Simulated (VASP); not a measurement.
Wanted: the native input for a VASP 6.6.1 run.

| Item | Value |
| --- | --- |
| Task | single point |
| Functional | PBE |
| Potentials or basis | VASP PAW PBE potentials, release 64 (Sn_d, Se) |
| Cutoff | 520 eV |
| k mesh | 12 × 12 × 4 |
| Occupations | gaussian, width 0.02 eV |
| Spin | no spin polarisation |
| Dipole correction | no |
| Further INCAR settings | ALGO = Normal; EDIFF = 1e-07; NBANDS = 20 |

The structure of SnSe2 lies in POSCAR:

```
SnSe2
1.0
    3.6393715730      0.0017090102      0.0000000000
   -1.8180876515      3.3964351292      0.0000000000
    0.0000000000      0.0000000000      7.1799421216
Sn Se
1 2
Direct
    0.0000000000      0.0000000000      0.0000000000
    0.6699840238      0.3401307204      0.7738303408
    0.3300159762      0.6598692796      0.2261696592
```

One way to write it, as run:

INCAR

```
PREC     = Accurate       # precision mode
ENCUT    = 520            # plane-wave cutoff, eV
EDIFF    = 1E-7           # SCF threshold, eV
ISMEAR   = 0              # smearing method
SIGMA    = 0.02           # smearing width, eV
LREAL    = F              # projectors in reciprocal space
LASPH    = T              # aspherical terms in the spheres
NELM     = 60             # most SCF steps
ALGO     = Normal         # electronic algorithm
ISIF     = 2              # what is computed and relaxed
LWAVE    = F              # write WAVECAR
LCHARG   = T              # write CHGCAR
GGA      = PE             # functional
LELF     = T              # ELF
LVHAR    = T            
NBANDS   = 20             # bands
```

KPOINTS

```
regular mesh
0
Gamma
  12 12 4
```

Potentials or basis: VASP PAW PBE potentials, release 64 (Sn_d, Se).

The run is started by

```sh
$ cat potpaw_PBE.64/Sn_d/POTCAR potpaw_PBE.64/Se/POTCAR > POTCAR
$ mpirun -np 1 vasp_std > vasp.out
```

Results of the run:

* Pressure: 2.0 GPa
* Largest force: 0.015 eV/Å
* Band gap on the k mesh: 0.17 eV, indirect (least direct gap 0.92 eV)

Caveat: spin-orbit coupling is left out, which moves the levels of the heavy elements.

It took 3.4 min on 1 thread of Intel(R) Xeon(R) 6975P-C (Granite Rapids), with other jobs on the host, peak memory 0.59 GiB.
